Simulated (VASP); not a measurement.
ZrNbP2:

```
Zr Nb P
1.0
     4.50528    0.00000    0.00000
    -2.25264    3.90169    0.00000
     0.00000    0.00000    5.01302
Zr Nb P
1 1 2
Direct
  0.00000 0.00000 0.00000
  0.00000 0.00000 0.50000
  0.33333 0.66667 0.50000
  0.66667 0.33333 0.50000
```

```yaml
Program: VASP 6.6.1
Task: relaxation of cell and atoms
Functional: PBE
Potentials_or_basis: VASP PAW PBE potentials, release 64 (Zr_sv, Nb_sv, P)
Cutoff: 600 eV
k_mesh: 12 × 12 × 10
Occupations: gaussian, width 0.1 eV
Spin: no spin polarisation
```

At the start: pressure 0.2 GPa; volume 22.03 Å³/atom.

Question: Where does the relaxation end?

Answer: Over 5 steps the energy falls by 7.4 meV/atom and the volume is 22.27 Å³/atom (+1.1 %); space group P6/mmm (No. 191, to 0.05 Å).

The path:
| step | energy change (eV) | largest force (eV/Å) | pressure (GPa) | volume (Å³) |
| --- | --- | --- | --- | --- |
| 1 | 0.0000 | 0.0000 | 0.16 | 88.12 |
| 2 | -0.0277 | 0.0000 | 0.57 | 88.37 |
| 3 | -0.0285 | 0.0000 | 0.63 | 88.41 |
| 4 | -0.0290 | 0.0000 | -0.48 | 89.59 |
| 5 | -0.0298 | 0.0000 | -0.01 | 89.06 |

Final structure:
```
Zr Nb P
1.0
     4.46965    0.00000    0.00000
    -2.23482    3.87083    0.00000
     0.00000    0.00000    5.14789
Zr Nb P
1 1 2
Direct
  0.00000 0.00000 0.00000
  0.00000 0.00000 0.50000
  0.33333 0.66667 0.50000
  0.66667 0.33333 0.50000
```
